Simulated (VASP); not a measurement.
Set up this calculation in VASP 6.6.1, as the native input.

| Item | Value |
| --- | --- |
| Task | single point |
| Functional | PBEsol |
| Potentials or basis | VASP PAW PBE potentials, release 64 (Mg, I) |
| Cutoff | 520 eV |
| k mesh | 6 × 6 × 4 |
| Occupations | gaussian, width 0.05 eV |
| Spin | no spin polarisation |
| Dipole correction | no |
| Further INCAR settings | ALGO = Normal; EDIFF = 1e-06; NBANDS = 15 |

The structure of MgI2 lies in POSCAR:

```
MgI2
1.0
    4.0913946196      0.0000000000      0.0000000000
   -2.0456973098      3.5432516774      0.0000000000
    0.0000000000      0.0000000000      6.7590700000
Mg I
1 2
Direct
    0.0000000000      0.0000000000      0.0000000000
    0.3333333333      0.6666666667      0.7576300000
    0.6666666667      0.3333333333      0.2423700000
```

This cell differs from its parent crystal: strain -0.015 along x and y, -0.015 along z.

The input as run:

INCAR

```
SYSTEM = MgI2
  PREC = Accurate
  ENCUT = 520
  EDIFF = 1E-6
  ISMEAR = 0
  SIGMA = 0.05
  LREAL = .FALSE.
  LASPH = .TRUE.
  NELM = 60
  ALGO = Normal
  ISIF = 2
  LWAVE = .FALSE.
  LCHARG = .FALSE.
  GGA = PS
  NBANDS = 15
```

KPOINTS

```
Automatic mesh
0
G
  6 6 4
  0 0 0
```

Potentials or basis: VASP PAW PBE potentials, release 64 (Mg, I).

Launch:

```sh
$ cat potpaw_PBE.64/Mg/POTCAR potpaw_PBE.64/I/POTCAR > POTCAR
$ mpirun -np 1 vasp_std > vasp.out
```

Results of the run:

The pressure is 1.3 GPa. The largest force is 0.193 eV/Å and the band gap on the k mesh is 3.46 eV, indirect (least direct gap 3.75 eV).

Caveat: the cell differs from its parent crystal (strain -0.015 along x and y, -0.015 along z); the PAW data sets were made with another functional, which shifts forces and pressure a little; spin-orbit coupling is left out, which moves the levels of the heavy elements; this functional lacks dispersion, which binds the layers, so the pressure and a relaxed spacing across them are unreliable.

Run time: 15 s on 1 thread of Intel(R) Xeon(R) Platinum 8559C (Emerald Rapids), with other jobs on the host, peak memory 0.2 GiB.
